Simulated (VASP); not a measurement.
Set up this calculation in VASP 6.6.1, as the native input.

| Item | Value |
| --- | --- |
| Task | relaxation of cell and atoms |
| Functional | LDA |
| Potentials or basis | VASP PAW LDA potentials, release 64 (Be) |
| Cutoff | 600 eV |
| k mesh | 25 × 25 × 25 |
| Occupations | fermi-dirac, width 0.05 eV |
| Spin | no spin polarisation |
| Target pressure | 160 GPa |
| Dipole correction | no |
| Further INCAR settings | ALGO = Normal; EDIFF = 1e-06; IBRION = 2; EDIFFG = -0.005; NSW = 60; ISIF = 3 |

The structure of Be lies in POSCAR:

```
Be
1.0
    0.0000000000      1.3109910766      1.3109910766
    1.3109910766      0.0000000000      1.3109910766
    1.3109910766      1.3109910766      0.0000000000
Be
1
Direct
    0.0000000000      0.0000000000      0.0000000000
```

One way to write it, as run:

INCAR

```
PREC = Accurate ; ENCUT = 600
EDIFF = 1E-6 ; ISMEAR = -1
SIGMA = 0.05 ; LREAL = False
LASPH = True ; NELM = 80
ALGO = Normal ; ISIF = 3
LWAVE = False ; LCHARG = False
GGA = CA ; IBRION = 2
NSW = 60 ; EDIFFG = -0.005
PSTRESS = 1600.0
```

KPOINTS

```
regular mesh
0
Gamma
  25 25 25
```

Potentials or basis: VASP PAW LDA potentials, release 64 (Be).

The run is started by

```sh
$ cat potpaw_LDA.64/Be/POTCAR > POTCAR
$ mpirun -np 1 vasp_std > vasp.out
```

It gave:

| Quantity | Value |
| --- | --- |
| Relaxed volume | 4.49 Å³/atom |
| Relaxed cell | a = 1.852 Å, b = 1.852 Å, c = 1.852 Å, α = 60.00°, β = 60.00°, γ = 60.00° |
| Space group after relaxing (to 0.05 Å) | Fm-3m (No. 225) |
| Energy change on relaxing (the enthalpy is what falls) | +17.3 meV/atom |
| Ionic steps | 3 |
| Pressure after relaxing | 160.0 GPa |
| Band gap on the k mesh | zero (band 1 reaches 13.42 eV, above the bottom of band 2 at 12.25 eV) |

Caveat: the cell is relaxed towards a set pressure, so the enthalpy falls and the energy may rise.

It took 4.5 s on 1 thread of Intel(R) Xeon(R) 6975P-C (Granite Rapids), with other jobs on the host, peak memory 0.12 GiB.
